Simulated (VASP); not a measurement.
# MnS (Fm-3m) in VASP: further runs, part 3 of 3

VASP 6.6.1. Earlier steps stand in the parts before.

### 5 Relaxation of cell and atoms, PBEsol, collinear spin, ferromagnetic start, target pressure 10 GPa, at which the enthalpy is minimised

This run uses another cell than the first one, of 17.67 Å³/atom.

INCAR

```
PREC = Accurate
ENCUT = 600
EDIFF = 1E-7
ISMEAR = -1
SIGMA = 0.05
LREAL = False
LASPH = True
NELM = 150
ALGO = Normal
ISIF = 3
LWAVE = False
LCHARG = False
ISPIN = 2
MAGMOM = 4 0
LORBIT = 11
LMAXMIX = 4
GGA = PS
IBRION = 2
NSW = 80
EDIFFG = -0.01
PSTRESS = 100.0
```

KPOINTS

```
regular mesh
0
Gamma
  9 9 9
```

POSCAR

```
MnS
1.0
    0.0000000000      2.6045000000      2.6045000000
    2.6045000000      0.0000000000      2.6045000000
    2.6045000000      2.6045000000      0.0000000000
Mn S
1 1
Direct
    0.0000000000      0.0000000000      0.0000000000
    0.5000000000      0.5000000000      0.5000000000
```

Potentials or basis: VASP PAW PBE potentials, release 64 (Mn_pv, S).

Command:

```bash
$ cat potpaw_PBE.64/Mn_pv/POTCAR potpaw_PBE.64/S/POTCAR > POTCAR
$ mpirun -np 1 vasp_std > vasp.out
```

OUTCAR:

```text
PREC = Accurate
   ENCUT = 600
   EDIFF = 1E-7
   ISMEAR = -1
   LREAL = False
   LASPH = True
   NELM = 150
   ISIF = 3
   ISPIN = 2
   LORBIT = 11
   GGA = PS
   IBRION = 2
   NSW = 80
   EDIFFG = -0.01
   PSTRESS = 100.0

 ion  position               nearest neighbor table
   1  0.000  0.000  0.000-   2 2.60   2 2.60   2 2.60   2 2.60   2 2.60   2 2.60
   2  0.500  0.500  0.500-   1 2.60   1 2.60   1 2.60   1 2.60   1 2.60   1 2.60

  LATTYP: Found a face centered cubic cell.
 ALAT       =     5.2090000000

  Lattice vectors:

 A1 = (   0.0000000000,   2.6045000000,   2.6045000000)
 A2 = (   2.6045000000,   0.0000000000,   2.6045000000)
 A3 = (   2.6045000000,   2.6045000000,   0.0000000000)

Analysis of symmetry for initial positions (statically):
=====================================================================
 Subroutine PRICEL returns:
 Original cell was already a primitive cell.

 Routine SETGRP: Setting up the symmetry group for a
 face centered cubic supercell.

 Subroutine GETGRP returns: Found 48 space group operations
 (whereof 48 operations were pure point group operations)
 out of a pool of 48 trial point group operations.

The static configuration has the point symmetry O_h .

Analysis of symmetry for dynamics (positions and initial velocities):
=====================================================================
 Subroutine PRICEL returns:
 Original cell was already a primitive cell.

[... 252 lines left out ...]
  free energy    TOTEN  =       -14.89347109 eV

  energy without entropy =      -14.88293575  energy(sigma->0) =      -14.88820342

 E-fermi :   9.8281     XC(G=0): -12.2538

 val. band max:        9.7915961600   @ k =  -0.1111   0.1111   0.0000
 cond. band min:       9.8882084768   @ k =   0.4444   0.3333   0.1111
 fundamental gap:      0.0966123168
 Fermi energy:         9.8280763459

 spin component 1

 k-point     1 :       0.0000    0.0000    0.0000
  band No.  band energies     occupation
      1     -40.1011      1.00000
      2     -40.1011      1.00000
      3     -40.1011      1.00000
      4      -6.7420      1.00000
      5       6.4580      1.00000
      6       6.4580      1.00000
      7       6.4580      1.00000
      8       6.6319      1.00000
      9       6.6319      1.00000
     10       7.8079      1.00000
     11       7.8079      1.00000
     12       7.8079      1.00000
     13      14.1808      0.00000
     14      19.3231      0.00000
[... 403 lines left out ...]
      4      -4.5293      1.00000
      5       2.2878      1.00000
      6       5.4088      1.00000
      7       5.5765      1.00000
      8       5.5765      1.00000
      9       7.0941      1.00000
     10       7.8134      1.00000
     11       7.8134      1.00000
     12       8.7990      1.00000
     13      11.7437      0.00000
     14      16.0450      0.00000
     15      22.4788      0.00000

 [... further k-points ...]

 spin component 2

 k-point     1 :       0.0000    0.0000    0.0000
  band No.  band energies     occupation
      1     -36.5977      1.00000
      2     -36.5977      1.00000
      3     -36.5977      1.00000
      4      -6.4636      1.00000
      5       8.0148      1.00000
      6       8.0148      1.00000
      7       8.0148      1.00000
      8       9.1561      1.00000
      9       9.1561      1.00000
     10       9.1561      1.00000
     11       9.2904      0.99998
     12       9.2904      0.99998
     13      14.8355      0.00000
     14      20.3717      0.00000
[... 448 lines left out ...]
  energy  without entropy=      -14.8829357509  energy(sigma->0) =      -14.88820342

  enthalpy is  TOTEN    =       -13.2212637685 eV   P V=        1.6722073260

 reached required accuracy - stopping structural energy minimisation

 total charge

# of ion       s       p       d       tot
------------------------------------------
    1        0.280   6.266   5.137  11.683
    2        1.319   2.425   0.000   3.745
--------------------------------------------------
tot          1.599   8.691   5.137  15.428

 magnetization (x)

# of ion       s       p       d       tot
------------------------------------------
    1        0.055   0.044   3.269   3.368
    2        0.022   0.030   0.000   0.052
--------------------------------------------------
tot          0.077   0.074   3.269   3.420
```

OSZICAR:

```text
N       E                     dE             d eps       ncg     rms          rms(c)
DAV:   1     0.153003791286E+03    0.15300E+03   -0.11599E+04  2100   0.146E+03
[... 40 lines left out ...]
DAV:   5    -0.148935081845E+02    0.19680E-03   -0.86002E-04  2268   0.333E-01    0.119E-01
DAV:   6    -0.148934811861E+02    0.26998E-04   -0.59627E-05  2570   0.816E-02    0.647E-02
DAV:   7    -0.148934718142E+02    0.93719E-05   -0.31269E-05  2345   0.489E-02    0.348E-02
DAV:   8    -0.148934707706E+02    0.10437E-05   -0.99888E-06  2353   0.286E-02    0.637E-03
DAV:   9    -0.148934709080E+02   -0.13740E-06   -0.88018E-07  2275   0.965E-03    0.266E-03
DAV:  10    -0.148934710219E+02   -0.11392E-06   -0.63416E-08  1127   0.358E-03    0.110E-03
DAV:  11    -0.148934710946E+02   -0.72710E-07   -0.17645E-08  1050   0.102E-03
   3 F= -.13221264E+02 E0= -.13215996E+02  d E =-.568759E+00  mag=     3.6147
```

Wall time 5.3 min (1 thread of Intel Xeon 8259CL, shared host); peak memory 0.22 GiB.

What came out:

```
Free energy                                                : -14.8935 eV
Relaxed volume                                             : 13.40 Å³/atom
Relaxed cell                                               : a = 3.359 Å, b = 3.359 Å, c = 3.359 Å, α = 60.00°, β = 60.00°, γ = 60.00°
Space group after relaxing (to 0.1 Å)                      : Fm-3m (No. 225)
Energy change on relaxing (the run minimises the enthalpy) : -17.8 meV/atom
Ionic steps                                                : 3
Pressure after relaxing                                    : 10.0 GPa
Net moment                                                 : 3.61 μB per cell
Site moments                                               : Mn +3.37; S +0.05 μB
Valence electrons inside the program's atomic spheres      : Mn 11.68; S 3.75
```

The path:
```tsv
step	energy change (eV)	largest force (eV/Å)	pressure (GPa)	volume (Å³)
1	0.0000	0.0000	-7.18	35.33
2	-0.0167	0.0000	11.21	26.51
3	-0.0355	0.0000	9.95	26.79
```

Final structure:
```yaml
crystal:
  lattice:
    - [0.00000, 2.37496, 2.37496]
    - [2.37496, 0.00000, 2.37496]
    - [2.37496, 2.37496, 0.00000]
  atoms:
    - { symbol: Mn, position: [0.00000, 0.00000, 0.00000] }
    - { symbol: S, position: [0.50000, 0.50000, 0.50000] }
```

Caveat: the cell is relaxed towards a set pressure, so the run minimises the enthalpy, not the energy; the volume moved by over 15 % at a fixed basis, so the end points are rough; the PAW data sets were made with another functional, which shifts forces and pressure a little; a cell with one magnetic atom can't hold antiferromagnetic order, which such compounds often take; semilocal functionals often make such compounds metallic where correlation or magnetic order opens a gap, which also shifts bond lengths.

### 6 Relaxation of cell and atoms, PBEsol, collinear spin, ferromagnetic start, target pressure 20 GPa, at which the enthalpy is minimised

This run uses another cell than the first one, of 17.67 Å³/atom.

INCAR

```
ALGO = Normal
EDIFF = 1E-6
EDIFFG = -0.01
ENCUT = 600
GGA = PS
IBRION = 2
ISIF = 3
ISMEAR = -1
ISPIN = 2
LASPH = T
LCHARG = F
LMAXMIX = 4
LORBIT = 11
LREAL = F
LWAVE = F
MAGMOM = 4 0
NELM = 150
NSW = 80
PREC = Accurate
PSTRESS = 200.0
SIGMA = 0.05
```

KPOINTS

```
k-points
0
Gamma
  9 9 9
```

POSCAR is that of step 5.

Potentials or basis: VASP PAW PBE potentials, release 64 (Mn_pv, S).

Command:

```bash
$ cat potpaw_PBE.64/Mn_pv/POTCAR potpaw_PBE.64/S/POTCAR > POTCAR
$ mpirun -np 1 vasp_std > vasp.out
```

Run time: 12 min. Hardware: 1 thread of Intel Xeon 8259CL, shared host; peak memory 0.22 GiB.

Results (log left out):

```
Free energy                                                : -14.6412 eV
Relaxed volume                                             : 12.09 Å³/atom
Relaxed cell                                               : a = 3.246 Å, b = 3.246 Å, c = 3.246 Å, α = 60.00°, β = 60.00°, γ = 60.00°
Space group after relaxing (to 0.1 Å)                      : Fm-3m (No. 225)
Energy change on relaxing (the run minimises the enthalpy) : +108.4 meV/atom
Ionic steps                                                : 9
Pressure after relaxing                                    : 19.9 GPa
Net moment                                                 : -2.84 μB per cell
Site moments                                               : Mn -2.70; S -0.03 μB
Valence electrons inside the program's atomic spheres      : Mn 11.89; S 3.76
```

The path:
```csv
step,energy change (eV),largest force (eV/Å),pressure (GPa),volume (Å³)
1,0.0000,0.0000,-7.19,35.33
2,0.6142,0.0000,40.65,22.11
3,0.1526,0.0000,18.58,24.74
4,0.1744,0.0000,17.68,24.55
5,0.3495,0.0000,28.97,23.31
6,0.2052,0.0000,19.26,24.28
7,0.2294,0.0000,20.90,24.08
8,0.2010,0.0000,19.00,24.31
9,0.2167,0.0000,19.94,24.18
```

Final structure:
```
Mn S
1.0
     0.00000    2.29525    2.29525
     2.29525    0.00000    2.29525
     2.29525    2.29525    0.00000
Mn S
1 1
Direct
  0.00000 0.00000 0.00000
  0.50000 0.50000 0.50000
```

Levels at points of the mesh, in eV from the Fermi level:
Spin up:
```csv
k point,band 5,band 6,band 7,band 8,band 9,band 10,band 11,band 12
"(0.00, 0.00, 0.00)",-1.80,-1.80,-1.80,-1.17,-1.17,-1.17,-1.10,-1.10
```
Spin down:
| k point | band 7 | band 8 | band 9 | band 10 | band 11 | band 12 | band 13 | band 14 | band 15 |
| --- | --- | --- | --- | --- | --- | --- | --- | --- | --- |
| (0.00, 0.00, 0.00) | -3.34 | -3.04 | -3.04 | -1.95 | -1.95 | -1.95 | 5.73 | 10.04 | 10.04 |

Caveat: the cell is relaxed towards a set pressure, so the run minimises the enthalpy, not the energy; the volume moved by over 15 % at a fixed basis, so the end points are rough; the PAW data sets were made with another functional, which shifts forces and pressure a little; a cell with one magnetic atom can't hold antiferromagnetic order, which such compounds often take; semilocal functionals often make such compounds metallic where correlation or magnetic order opens a gap, which also shifts bond lengths.

### 7 Summary

```tsv
task	cell	cutoff (eV)	gap on the mesh (eV)	pressure (GPa)	moment (μB)
single point	a = 3.423 Å, angles 60.0°, 2 atoms	520	none	5.2	3.90
single point	a = 3.476 Å, angles 60.0°, 2 atoms	520	none	0.2	3.99
relaxation of cell and atoms	relaxed to 5 GPa from a = 3.683 Å, angles 60.0°, 2 atoms	600	none	4.9	3.91
relaxation of cell and atoms	relaxed to 10 GPa from a = 3.683 Å, angles 60.0°, 2 atoms	600	none	10.0	3.61
relaxation of cell and atoms	relaxed to 20 GPa from a = 3.683 Å, angles 60.0°, 2 atoms	600	none	19.9	2.84
```

Alike in all rows: level PBEsol; potentials or basis VASP PAW PBE potentials, release 64 (Mn_pv, S); spin collinear, ferromagnetic start; k mesh 9 × 9 × 9; smearing fermi-dirac 0.05 eV.

Caveats: the PAW data sets were made with another functional, which shifts forces and pressure a little; a cell with one magnetic atom can't hold antiferromagnetic order, which such compounds often take; semilocal functionals often make such compounds metallic where correlation or magnetic order opens a gap, which also shifts bond lengths; the cell is relaxed towards a set pressure, so the run minimises the enthalpy, not the energy (at least some runs); the volume moved by over 15 % at a fixed basis, so the end points are rough (at least some runs); the cell stands under pressure (at least some runs).

Absolute energies hang on the potentials; compare differences alone.
